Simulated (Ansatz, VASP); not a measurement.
# One calculation of Cr, two programs

Contents of POSCAR:

```
Cr
1.0
    2.8850000000      0.0000000000      0.0000000000
    0.0000000000      2.8850000000      0.0000000000
    0.0000000000      0.0000000000      2.8850000000
Cr
2
Direct
    0.0000000000      0.0000000000      0.0000000000
    0.5000000000      0.5000000000      0.5000000000
```

INCAR.step1

```
  ALGO = Normal
  EDIFF = 1E-4
  ENCUT = 520
  GGA = PE
  ISMEAR = 0
  ISPIN = 2
  LASPH = True
  LCHARG = False
  LMAXMIX = 4
  LREAL = False
  LWAVE = True
  MAGMOM = 1.5 -1.5
  NBANDS = 23
  NELM = 150
  PREC = Accurate
  SIGMA = 0.1
```

Contents of INCAR.step2:

```
  ALGO = Normal
  EDIFF = 1E-6
  ENCUT = 520
  ISIF = 2
  ISMEAR = 0
  ISPIN = 2
  ISTART = 1
  LASPH = True
  LCHARG = True
  LELF = True
  LMAXMIX = 4
  LMIXTAU = True
  LORBIT = 11
  LREAL = False
  LVHAR = True
  LWAVE = False
  MAGMOM = 1.5 -1.5
  METAGGA = R2SCAN
  NBANDS = 23
  NELM = 150
  PREC = Accurate
  SIGMA = 0.1
```

Contents of KPOINTS:

```
k-points
0
Gamma
  14 14 14
```

Input for Ansatz:

```yaml
crystal:
  lattice:
    - [2.885, 0.0, 0.0]
    - [0.0, 2.885, 0.0]
    - [0.0, 0.0, 2.885]
  atoms:
    - { symbol: Cr, position: [0.0, 0.0, 0.0], spin: 1.5 }
    - { symbol: Cr, position: [0.5, 0.5, 0.5], spin: -1.5 }
magnetization:
  spin_polarized: true
scf:
  occupations: { method: gaussian, width: 0.1 }
output:
  forces: false
  stress: false
  eigenvalues: true
  populations: true
  optics:
    e_range: [0, 12]
    de: 0.02
    sigma: 0.15
    bands: { spectra_wanted_up_to: 12 }
    nscf_kmesh: { grid: [22, 22, 22] }
hamiltonian:
  xc: r2scan
kpoints:
  mp_grid: { grid: [14, 14, 14] }
```

Alike in both runs: task single point; functional r2SCAN; k mesh 14 × 14 × 14; occupations gaussian, width 0.1 eV; collinear spin.

|  | VASP | Ansatz |
| --- | --- | --- |
| version | VASP 6.6.1 | Ansatz 0.2.0 |
| potentials or method | VASP PAW PBE potentials, release 64 (Cr_pv) | scalar-relativistic, plane waves, PAW |
| plane-wave cutoff (eV) | 520 | 500 |
| valence electrons in the cell | 24 | 28 |

```tsv
	VASP	Ansatz	Ansatz less VASP
gap on the k mesh at the Fermi level (eV)	none	none	-
net moment per atom (μB)	0.00	0.00	0.000
size of the moment on the site where the two differ most (μB)	2.34	2.17	-0.173
```

VASP's potentials were made for PBE, not for r2SCAN. Site moments also hang on the region over which each program counts them. A gap of «none» marks a metal or a gap that the smearing closes. VASP's potentials hold 24 valence electrons a cell and Ansatz's 28, so a difference there can come from the potentials and not from the codes. Ansatz's warnings: optics on partly filled bands, stability check not made.
